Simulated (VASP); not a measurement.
W:

```
W
1.0
     0.00000    2.03000    2.03000
     2.03000    0.00000    2.03000
     2.03000    2.03000    0.00000
W
1
Cartesian
  0.0000 0.0000 0.0000
```

- Program: VASP 6.6.1
- Task: relaxation of cell and atoms
- Functional: revPBE
- Dispersion: D3(BJ)
- Potentials or basis: VASP PAW PBE potentials, release 64 (W_sv)
- Cutoff: 500 eV
- k mesh: 11 × 11 × 11
- Occupations: gaussian, width 0.1 eV
- Spin: no spin polarisation

At the start: pressure -13.7 GPa; volume 16.73 Å³/atom.

Q: How do energy, volume and symmetry change on relaxing?

A: Over 7 steps the energy falls by 35.1 meV/atom and the volume is 15.95 Å³/atom (-4.7 %); space group Fm-3m (No. 225, to 0.05 Å).

The path:
| step | energy change (eV) | largest force (eV/Å) | pressure (GPa) | volume (Å³) |
| --- | --- | --- | --- | --- |
| 1 | 0.0000 | 0.0000 | -13.70 | 16.73 |
| 2 | 0.4479 | 0.0000 | 71.95 | 13.50 |
| 3 | -0.0348 | 0.0000 | -1.23 | 16.01 |
| 4 | -0.0351 | 0.0000 | -0.19 | 15.96 |
| 5 | -0.0351 | 0.0000 | 0.10 | 15.94 |
| 6 | -0.0351 | 0.0000 | -0.29 | 15.96 |
| 7 | -0.0351 | 0.0000 | 0.01 | 15.95 |

Final structure:
```yaml
crystal:
  lattice:
    - [0.00000, 1.99774, 1.99774]
    - [1.99774, 0.00000, 1.99774]
    - [1.99774, 1.99774, 0.00000]
  atoms:
    - { symbol: W, position: [0.00000, 0.00000, 0.00000] }
```

Caveat: the PAW data sets were made with another functional, which shifts forces and pressure a little; pairwise dispersion overbinds metals, which lowers pressure and volume.
